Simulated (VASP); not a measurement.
Sr: single point with PBE

The system is Sr.

```xyz
1
Lattice="0.0000 3.0191 3.0191 3.0191 0.0000 3.0191 3.0191 3.0191 0.0000" Properties=species:S:1:pos:R:3 pbc="T T T"
Sr    0.0000    0.0000    0.0000
```

```json
{"Program": "VASP 6.6.1", "Task": "single point", "Functional": "PBE", "Potentials or basis": "VASP PAW PBE potentials, release 64 (Sr_sv)", "Cutoff": "520 eV", "k mesh": "9 × 9 × 9", "Occupations": "gaussian, width 1 eV", "Spin": "no spin polarisation"}
```

```
Pressure : 0.2 GPa
```

Levels at points of the mesh, in eV from the Fermi level:
```tsv
k point	band 1	band 2	band 3	band 4	band 5	band 6	band 7	band 8	band 9	band 10
(0.00, 0.00, 0.00)	-36.36	-18.25	-18.25	-18.25	-3.45	2.56	2.56	2.56	4.04	4.04
```

Run time: 20 s on 1 thread of Intel Xeon 8259CL, with other jobs on the host, peak memory 0.18 GiB.

Caveat: so wide a smearing shifts energies and pressures.
